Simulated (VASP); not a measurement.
# Tl (P6_3/mmc) in VASP: relaxation of cell and atoms with PBEsol

Aim: the relaxation of cell and atoms of Tl with PBEsol.

Everything below comes from runs of VASP 6.6.1. Logs are shortened: lines on timing, memory, paths and dates and some standing lists are left out, and cuts for length are marked.

### Step 1. The cell of the first run

Symmetry: P6_3/mmc, No. 194, hexagonal system. The conventional cell has a = 3.410 Å, b = 3.410 Å, c = 11.137 Å, α = 90.00°, β = 90.00°, γ = 120.00°. Within 4.5 Å of Tl (site symmetry -3m) lie 12 Tl at 3.41 Å. Tl (site symmetry -6m2) has 12 Tl at 3.41 Å within 4.5 Å.

### Step 2. Relaxation of cell and atoms, PBEsol

Contents of INCAR:

```
SYSTEM = Tl
PREC = Accurate
ENCUT = 600
EDIFF = 1E-6
ISMEAR = -1
SIGMA = 0.1
LREAL = .FALSE.
LASPH = .TRUE.
NELM = 80
ALGO = Normal
ISIF = 3
LWAVE = .FALSE.
LCHARG = .FALSE.
GGA = PS
IBRION = 2
NSW = 80
EDIFFG = -0.01
```

Contents of KPOINTS:

```
Automatic mesh
0
G
  11 11 3
  0 0 0
```

Contents of POSCAR:

```
Tl
1.0
    3.4099606388      0.0000000000      0.0000000000
   -1.7049803194      2.9531125391      0.0000000000
    0.0000000000      0.0000000000     11.1369314463
Tl
4
Direct
    0.0000000000      0.0000000000      0.0000000000
    0.0000000000      0.0000000000      0.5000000000
    0.3333333333      0.6666666667      0.2500000000
    0.6666666667      0.3333333333      0.7500000000
```

Potentials or basis: VASP PAW PBE potentials, release 64 (Tl_d).

Started as:

```console
$ cat potpaw_PBE.64/Tl_d/POTCAR > POTCAR
$ mpirun -np 1 vasp_std > vasp.out
```

OUTCAR:

```text
SYSTEM = Tl
   PREC = Accurate
   ENCUT = 600
   EDIFF = 1E-6
   ISMEAR = -1
   LREAL = .FALSE.
   LASPH = .TRUE.
   NELM = 80
   ISIF = 3
   GGA = PS
   IBRION = 2
   NSW = 80
   EDIFFG = -0.01

 ion  position               nearest neighbor table
   1  0.000  0.000  0.000-   3 3.41   4 3.41   3 3.41   4 3.41   4 3.41   3 3.41
   2  0.000  0.000  0.500-   3 3.41   4 3.41   3 3.41   4 3.41   4 3.41   3 3.41
   3  0.333  0.667  0.250-   1 3.41   2 3.41   1 3.41   2 3.41   1 3.41   2 3.41
   4  0.667  0.333  0.750-   1 3.41   2 3.41   1 3.41   2 3.41   1 3.41   2 3.41

  LATTYP: Found a hexagonal cell.
 ALAT       =     3.4099606388
 C/A-ratio  =     3.2660000000

  Lattice vectors:

 A1 = (   3.4099606388,   0.0000000000,   0.0000000000)
 A2 = (  -1.7049803194,   2.9531125391,   0.0000000000)
 A3 = (   0.0000000000,   0.0000000000,  11.1369314463)

Analysis of symmetry for initial positions (statically):
=====================================================================
 Subroutine PRICEL returns:
 Original cell was already a primitive cell.

 Routine SETGRP: Setting up the symmetry group for a
 hexagonal supercell.

 Subroutine GETGRP returns: Found 24 space group operations
 (whereof 12 operations were pure point group operations)
 out of a pool of 24 trial point group operations.

The static configuration has the point symmetry D_3d.
 The point group associated with its full space group is D_6h.

Analysis of symmetry for dynamics (positions and initial velocities):
=====================================================================
 Subroutine PRICEL returns:
 Original cell was already a primitive cell.

 Routine SETGRP: Setting up the symmetry group for a
 hexagonal supercell.

 Subroutine GETGRP returns: Found 24 space group operations
 (whereof 12 operations were pure point group operations)
 out of a pool of 24 trial point group operations.

The dynamic configuration has the point symmetry D_3d.
 The point group associated with its full space group is D_6h.

 Subroutine INISYM returns: Found 24 space group operations
 (whereof 12 operations are pure point group operations),
 and found     1 'primitive' translations

----------------------------------------------------------------------------------------

                                     Primitive cell

  volume of cell :     112.1489

[... 99 lines left out ...]
   ISYM   =      2    0-nonsym 1-usesym 2-fastsym
   POTIM  = 0.5000    time-step for ionic-motion
   TEBEG  =    0.0;   TEEND  =   0.0 temperature during run
   PSTRESS=    0.0 pullay stress
   NELECT =      52.0000    total number of electrons
   NUPDOWN=      -1.0000    fix difference up-down
   EMIN   =  10.00;   EMAX   =-10.00  energy-range for DOS
   EFERMI =   0.00;   METHOD = LEGACY
   ISMEAR =    -1;   SIGMA  =   0.10  broadening in eV -4-tet -1-fermi 0-gaus
   EFERMI_NEDOS =   21; number of points for ismear=-14 and -15
   IALGO  =     38    algorithm
   IMIX   =      4    mixing-type and parameters
     AMIX     =   0.40;   BMIX     =  1.00
     AMIX_MAG =   1.60;   BMIX_MAG =  1.00
  volume/ion in A,a.u.               =      28.04       189.20
  Fermi-wavevector in a.u.,A,eV,Ry     =   1.267100  2.394472 21.844739  1.605543
  Thomas-Fermi vector in A             =   2.400266
   LORBIT       =      0    0 simple, 1 ext, 2 COOP (PROOUT), +10 PAW based schemes
   GGA     = PS    functional components
   LHFCALC =     F    Hartree Fock is set to
   AEXX    =    0.0000 exact exchange contribution
   IVDW    =     0    specifies the selected vdW correction
   LEPSILON=     F    determine dielectric tensor
   LRPA    =     F    only Hartree local field effects (RPA)
 conjugate gradient relaxation of ions
 non-spin polarized calculation
  energy-cutoff  :      600.00
  volume of cell :      112.15
 maximum number of plane-waves:      3764
 NGX is ok and might be reduce to    28
   NGX = 13   NGY = 13   NGZ = 45

--------------------------------------- Ionic step        1  -------------------------------------------

 number of electron      51.9999995 magnetization

 Free energy of the ion-electron system (eV)
  ---------------------------------------------------
  ext. energy  EPLUGINS =         0.00000000
  ---------------------------------------------------
  free energy    TOTEN  =       -10.52390964 eV

  energy without entropy =      -10.46215158  energy(sigma->0) =      -10.49303061

------------------------ aborting loop because EDIFF is reached ----------------------------------------

  FORCE on cell =-STRESS in cart. coord.  units (eV):
  Direction    XX          YY          ZZ          XY          YZ          ZX
  --------------------------------------------------------------------------------------
  -------------------------------------------------------------------------------------
  Total        0.4334957      0.4334957      0.2120402      0.0000000     -0.0000000      0.0000000
  in kB        6.1929916      6.1929916      3.0292408      0.0000000     -0.0000000      0.0000000
  external PRESSURE =       5.1384080 kB  Pullay stress =       0.0000000 kB
[... 177 lines left out ...]
--------------------------------------- Ionic step        6  -------------------------------------------

 number of electron      51.9999996 magnetization

 Free energy of the ion-electron system (eV)
  ---------------------------------------------------
  ext. energy  EPLUGINS =         0.00000000
  ---------------------------------------------------
  free energy    TOTEN  =       -10.52681352 eV

  energy without entropy =      -10.46364517  energy(sigma->0) =      -10.49522934

 E-fermi :   6.3979     XC(G=0): -10.3999

 val. band max:        6.3857095059   @ k =   0.2727   0.2727   0.0000
 cond. band min:       6.4340155474   @ k =   0.3636   0.2727   0.3333
 fundamental gap:      0.0483060415
 Fermi energy:         6.3978941516

 k-point     1 :       0.0000    0.0000    0.0000
  band No.  band energies     occupation
      1      -5.3177      2.00000
      2      -5.1926      2.00000
      3      -5.1757      2.00000
      4      -5.1043      2.00000
      5      -5.1043      2.00000
      6      -5.0925      2.00000
[... 805 lines left out ...]
     30      10.9172      0.00000
     31      11.9226      0.00000

 [... further k-points ...]

------------------------ aborting loop because EDIFF is reached ----------------------------------------

  FORCE on cell =-STRESS in cart. coord.  units (eV):
  Direction    XX          YY          ZZ          XY          YZ          ZX
  --------------------------------------------------------------------------------------
  -------------------------------------------------------------------------------------
  Total        0.0301906      0.0301906     -0.0399663      0.0000000      0.0000000     -0.0000000
  in kB        0.4256174      0.4256174     -0.5634312      0.0000000      0.0000000     -0.0000000
  external PRESSURE =       0.0959346 kB  Pullay stress =       0.0000000 kB
[... 19 lines left out ...]
  FREE ENERGIE OF THE ION-ELECTRON SYSTEM (eV)
  ---------------------------------------------------
  free  energy   TOTEN  =       -10.5268135160 eV

  energy  without entropy=      -10.4636451702  energy(sigma->0) =      -10.49522934

 reached required accuracy - stopping structural energy minimisation
```

OSZICAR:

```text
N       E                     dE             d eps       ncg     rms          rms(c)
DAV:   1     0.317891355049E+03    0.31789E+03   -0.30354E+04  1984   0.177E+03
DAV:   2    -0.271070562974E+01   -0.32060E+03   -0.31639E+03  2152   0.373E+02
[... 38 lines left out ...]
   5 F= -.10526662E+02 E0= -.10495160E+02  d E =-.275228E-02
       N       E                     dE             d eps       ncg     rms          rms(c)
DAV:   1    -0.105279356364E+02   -0.12745E-02   -0.46172E-02  2138   0.130E+00    0.145E-01
DAV:   2    -0.105271802383E+02    0.75540E-03   -0.55244E-04  2089   0.192E-01    0.861E-02
DAV:   3    -0.105268102601E+02    0.36998E-03   -0.75666E-04  2145   0.209E-01    0.160E-02
DAV:   4    -0.105268143285E+02   -0.40684E-05   -0.54121E-05  2110   0.506E-02    0.524E-03
DAV:   5    -0.105268135160E+02    0.81255E-06   -0.24357E-06  1510   0.131E-02
   6 F= -.10526814E+02 E0= -.10495229E+02  d E =-.151590E-03
```

Wall time 6.3 min (1 thread of Intel Xeon Platinum 8259CL at 2.50GHz (Skylake/Cascade Lake), shared host); peak memory 0.31 GiB.

Results:

```
Free energy                           : -10.5268 eV
Relaxed volume                        : 28.41 Å³/atom
Relaxed cell                          : a = 3.431 Å, b = 3.431 Å, c = 11.151 Å, α = 90.00°, β = 90.00°, γ = 120.00°
Space group after relaxing (to 0.1 Å) : P6_3/mmc (No. 194)
Energy gained by relaxing             : 0.7 meV/atom
Ionic steps                           : 6
Pressure after relaxing               : 0.0 GPa
Band gap on the k mesh                : zero (bands 26 and 27 overlap by 4.44 eV)
```

Stress tensor (GPa, compression positive):
```
 0.04  0.00  0.00
 0.00  0.04  0.00
 0.00  0.00 -0.06
```

Step by step:
```
step  energy change (eV)  largest force (eV/Å)  pressure (GPa)  volume (Å³)
   1              0.0000                0.0000            0.51       112.15
   2             -0.0027                0.0000            0.02       113.61
   3             -0.0028                0.0000           -0.04       113.77
   4             -0.0028                0.0000           -0.05       113.73
   5             -0.0028                0.0000           -0.04       113.67
   6             -0.0029                0.0000            0.01       113.65
```

Final structure:
```
CELL_PARAMETERS angstrom
3.43052 0.00000 0.00000
-1.71526 2.97092 0.00000
0.00000 0.00000 11.15094
ATOMIC_POSITIONS crystal
Tl 0.00000 0.00000 0.00000
Tl 0.00000 0.00000 0.50000
Tl 0.33333 0.66667 0.25000
Tl 0.66667 0.33333 0.75000
```

Caveat: the PAW data sets were made with another functional, which shifts forces and pressure a little; spin-orbit coupling is left out, which moves the levels of the heavy elements.

The gap in the log of VASP goes by the Fermi energy; the results here count the filled bands.